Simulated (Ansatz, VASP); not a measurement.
Pt: VASP beside Ansatz

The input INCAR:

```
ALGO     = Fast           # electronic algorithm
EDIFF    = 1E-6           # SCF threshold, eV
ENCUT    = 520            # plane-wave cutoff, eV
GGA      = PE             # functional
ISIF     = 2              # what is computed and relaxed
ISMEAR   = 0              # smearing method
LASPH    = True           # aspherical terms in the spheres
LCHARG   = True           # write CHGCAR
LELF     = True           # ELF
LREAL    = False          # projectors in reciprocal space
LVHAR    = True         
LWAVE    = False          # write WAVECAR
NBANDS   = 17             # bands
NELM     = 60             # most SCF steps
PREC     = Accurate       # precision mode
SIGMA    = 0.15           # smearing width, eV
```

KPOINTS

```
k-points
0
Gamma
  18 18 12
```

The input POSCAR:

```
Pt
1.0
    0.0000000000     -1.9579000000     -1.9579000000
    0.0000000000      1.9579000000     -1.9579000000
    3.9158000000      0.0000000000      0.0000000000
Pt
2
Direct
    0.5000000000      0.5000000000      0.5319219572
    0.0000000000      0.0000000000     -0.0319219572
```

Input for Ansatz:

```yaml
crystal:
  lattice:
    - [0.0, -1.9579, -1.9579]
    - [0.0, 1.9579, -1.9579]
    - [3.9158, 0.0, 0.0]
  atoms:
    - { symbol: Pt, position: [0.5, 0.5, 0.5319219572] }
    - { symbol: Pt, position: [0.0, 0.0, -0.0319219572] }
basis:
  ecutwfc: 420
kpoints:
  mp_grid: { grid: [18, 18, 12] }
hamiltonian:
  xc: pbe
scf:
  occupations: { method: gaussian, width: 0.15 }
output:
  forces: true
  stress: true
  eigenvalues: true
```

Change from the starting cell: mode 6 (200.8 1/cm) frozen in, largest displacement +0.125 Å.

Alike in both runs: task single point; functional PBE; k mesh 18 × 18 × 12; occupations gaussian, width 0.15 eV; no spin polarisation.

```csv
,VASP,Ansatz
version,VASP 6.6.1,Ansatz 0.2.0
potentials or method,"VASP PAW PBE potentials, release 64 (Pt), cutoff 520 eV","scalar-relativistic, plane waves, PAW"
valence electrons in the cell,20,36
```

|  | VASP | Ansatz | Ansatz less VASP |
| --- | --- | --- | --- |
| gap on the k mesh at the Fermi level (eV) | none | none | - |
| pressure (GPa) | 21.5 | 22.1 | +0.55 |
| traceless stress, the component that is largest in VASP (GPa) | -1.28 | -1.26 | +0.021 |
| rms of the force components (eV/Å) | 2.153 | 2.170 | +0.0161 |

Atom by atom the forces differ by 0.016 eV/Å (rms over components). A gap of «none» marks a metal or a gap that the smearing closes. VASP's potentials hold 20 valence electrons a cell and Ansatz's 36, so a difference there can come from the potentials and not from the codes.

Spin-orbit coupling is off throughout.
